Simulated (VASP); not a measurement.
A run of VASP 6.6.1 is set up as follows.

The input INCAR:

```
PREC     = Accurate       # precision mode
ENCUT    = 520            # plane-wave cutoff, eV
EDIFF    = 1E-6           # SCF threshold, eV
ISMEAR   = 0              # smearing method
SIGMA    = 0.02           # smearing width, eV
LREAL    = Auto         
LASPH    = True           # aspherical terms in the spheres
NELM     = 100            # most SCF steps
ALGO     = Normal         # electronic algorithm
ISIF     = 2              # what is computed and relaxed
LWAVE    = False          # write WAVECAR
LCHARG   = True           # write CHGCAR
GGA      = PS             # functional
LELF     = True           # ELF
LVHAR    = True         
NBANDS   = 166            # bands
```

File KPOINTS:

```
Automatic mesh
0
Gamma
  2 2 2
  0.5 0.5 0.5
```

File POSCAR:

```
Cd15HgTe16
1.0
   -6.4910890995      6.4910890995     -6.4910890995
    6.4910890995     -6.4910890995     -6.4910890995
   -6.4910890995     -6.4910890995      6.4910890995
Hg Cd Te
1 15 16
Direct
    0.0000000000      0.2500000000      0.7500000000
    0.7500000000      0.2500000000      1.0000000000
    0.5000000000      0.2500000000      0.2500000000
    0.2500000000      0.0000000000      0.7500000000
    0.2500000000      0.2500000000      0.5000000000
    1.0000000000      1.0000000000      1.0000000000
    0.7500000000      0.0000000000      0.2500000000
    0.5000000000      0.7500000000      0.7500000000
    0.5000000000      0.0000000000      0.5000000000
    0.2500000000      0.7500000000      1.0000000000
    0.0000000000      0.7500000000      0.2500000000
    0.7500000000      0.5000000000      0.7500000000
    0.7500000000      0.7500000000      0.5000000000
    0.5000000000      0.5000000000      1.0000000000
    0.2500000000      0.5000000000      0.2500000000
    0.0000000000      0.5000000000      0.5000000000
    0.0000000000      0.5000000000      0.7500000000
    0.7500000000      0.5000000000      0.0000000000
    0.5000000000      0.5000000000      0.2500000000
    0.2500000000      0.2500000000      0.7500000000
    0.2500000000      0.5000000000      0.5000000000
    0.0000000000      0.2500000000      0.0000000000
    0.7500000000      0.2500000000      0.2500000000
    0.5000000000      0.0000000000      0.7500000000
    0.5000000000      0.2500000000      0.5000000000
    0.2500000000      0.0000000000      0.0000000000
    0.0000000000      0.0000000000      0.2500000000
    0.7500000000      0.7500000000      0.7500000000
    0.7500000000      0.0000000000      0.5000000000
    0.5000000000      0.7500000000      0.0000000000
    0.2500000000      0.7500000000      0.2500000000
    0.0000000000      0.7500000000      0.5000000000
```

Potentials or basis: VASP PAW PBE potentials, release 64 (Hg, Cd, Te).

Launch:

```sh
$ cat potpaw_PBE.64/Hg/POTCAR potpaw_PBE.64/Cd/POTCAR potpaw_PBE.64/Te/POTCAR > POTCAR
$ mpirun -np 1 vasp_std > vasp.out
```

(1) What does it give for the band gap on the k mesh?

(2) Estimate the pressure.

(3) Predict the largest force.

Answers

(1) 2.00 eV.

(2) 0.1 GPa.

(3) 0.049 eV/Å.

Caveat: the PAW data sets were made with another functional, which shifts forces and pressure a little; spin-orbit coupling is left out, which moves the levels of the heavy elements.
